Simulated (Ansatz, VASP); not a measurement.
This is a calculation of Ir for VASP 6.6.1.

File INCAR:

```
SYSTEM = Ir
ALGO = Normal
EDIFF = 1E-6
ENCUT = 500
GGA_COMPAT = .FALSE.
ISIF = 2
ISMEAR = -1
LASPH = .TRUE.
LCHARG = .TRUE.
LELF = .TRUE.
LREAL = .FALSE.
LVHAR = .TRUE.
LWAVE = .FALSE.
NBANDS = 24
NELM = 120
PREC = Accurate
SIGMA = 0.05
```

Contents of KPOINTS:

```
k-points
0
G
  11 11 6
  0 0 0
```

Contents of POSCAR:

```
Ir
1.0
    2.7141925539      0.0000000000      0.0000000000
   -1.3570962769      2.3505597024      0.0000000000
    0.0000000000      0.0000000000      4.4019813909
Ir
2
Direct
    0.3333333333      0.6666666667      0.2500000000
    0.6666666667      0.3333333333      0.7500000000
```

Potentials or basis: VASP PAW LDA potentials, release 64 (Ir_sv_GW).

Run with:

```sh
$ cat potpaw_LDA.64/Ir_sv_GW/POTCAR > POTCAR
$ mpirun -np 1 vasp_std > vasp.out
```

Problem. Translate it to Ansatz 0.2.0. Potentials there: Ansatz PAW.

Solution. As run (the cutoff follows the program's own potentials):

The input input.yaml:

```yaml
crystal:
  lattice:
    - [2.7141925539, 0.0, 0.0]
    - [-1.3570962769, 2.3505597024, 0.0]
    - [0.0, 0.0, 4.4019813909]
  atoms:
    - { symbol: Ir, position: [0.3333333333, 0.6666666667, 0.25] }
    - { symbol: Ir, position: [0.6666666667, 0.3333333333, 0.75] }
hamiltonian:
  xc: lda
  pseudopotentials: { kind: paw }
kpoints:
  mp_grid: { grid: [11, 11, 6] }
scf:
  occupations: { method: fermi_dirac, width: 0.05 }
output:
  forces: true
  stress: true
  eigenvalues: true
```

Potentials or basis: Ansatz PAW.

Command:

```console
$ ansatz run input.yaml --threads 1 --pin off --max-ram 3584MiB --backend cpu --events-out ev --progress --plain --runs-dir out
```

Both were run:

|  | VASP | Ansatz | Ansatz less VASP |
| --- | --- | --- | --- |
| gap on the k mesh at the Fermi level (eV) | none | none | - |
| pressure (GPa) | -5.4 | -3.8 | +1.67 |
| traceless stress, the component that is largest in VASP (GPa) | -0.19 | -0.18 | +0.010 |

LDA's correlation is that of Perdew and Zunger in VASP and of Perdew and Wang (1992) in Ansatz. A gap of «none» marks a metal or a gap that the smearing closes.

Neither program's run includes spin-orbit coupling.
